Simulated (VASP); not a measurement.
The system is ZrAl3B3N.

```
CELL_PARAMETERS angstrom
3.66483 0.00000 0.00000
0.00000 3.66483 0.00000
0.00000 0.00000 8.74853
ATOMIC_POSITIONS crystal
Zr 0.00000 0.00000 0.50000
Al 0.00000 0.00000 0.00000
Al 0.50000 0.50000 0.23376
Al 0.50000 0.50000 0.76624
B 0.50000 0.00000 0.50000
B 0.00000 0.50000 0.50000
B 0.50000 0.50000 0.50000
N 0.50000 0.50000 0.00000
```

The cell was generated, and may not be a known phase.

| Quantity | Value |
| --- | --- |
| Program | VASP 6.6.1 |
| Task | relaxation of cell and atoms |
| Functional | PBE |
| Potentials or basis | VASP PAW PBE potentials, release 64 (Zr_sv, Al, B, N) |
| Cutoff | 600 eV |
| k mesh | 3 × 3 × 2 |
| Occupations | gaussian, width 0.15 eV |
| Spin | no spin polarisation |

At the start: pressure 12.2 GPa; volume 14.69 Å³/atom.

**Question.** Where does the relaxation end?

**Answer.** Over 11 steps the energy falls by 530.2 meV/atom and the volume is 17.25 Å³/atom (+17.4 %); space group P4/mmm (No. 123, to 0.1 Å) before and after.

The path:
```
step  energy change (eV)  largest force (eV/Å)  pressure (GPa)  volume (Å³)
   1              0.0000                2.2421           12.21       117.50
   2             -3.3216                0.0847            1.47       136.36
   3             -3.6297                3.6395           -1.17       149.76
   4             -3.8091                1.6994           -0.62       144.48
   5             -3.8103                1.8623           -0.72       145.00
   6             -4.1148                0.2813           -2.72       145.28
   7             -4.1433                0.4791           -3.28       145.34
   8             -4.2060                0.0728            0.91       136.42
   9             -4.2336                0.0970           -0.74       139.35
  10             -4.2336                0.0889           -0.69       139.23
  11             -4.2412                0.0624           -0.18       138.00
```

Final structure:
```cif
data_structure
_symmetry_space_group_name_H-M 'P 1'
_symmetry_Int_Tables_number 1
_cell_length_a 4.3067
_cell_length_b 4.3067
_cell_length_c 7.4401
_cell_angle_alpha 90.000
_cell_angle_beta 90.000
_cell_angle_gamma 90.000
_cell_volume 138.00
loop_
_atom_site_label
_atom_site_type_symbol
_atom_site_fract_x
_atom_site_fract_y
_atom_site_fract_z
_atom_site_occupancy
Zr1 Zr 0.00000 0.00000 0.50000 1
Al1 Al 0.00000 0.00000 0.00000 1
Al2 Al 0.50000 0.50000 0.23194 1
Al3 Al 0.50000 0.50000 0.76806 1
B1 B 0.50000 0.00000 0.50000 1
B2 B 0.00000 0.50000 0.50000 1
B3 B 0.50000 0.50000 0.50000 1
N1 N 0.50000 0.50000 0.00000 1
```

Caveat: the k points lie up to 0.49 Å⁻¹ apart in the final cell, too coarse for converged energies and pressures of a metal; the volume moved by over 15 % at a fixed basis, so the end points are rough; an odd number of electrons without spin polarisation forces a metal; a magnetic or distorted state may lie lower; the relaxation stopped at a loose force limit of 0.08 eV/Å, so its end isn't a converged minimum.
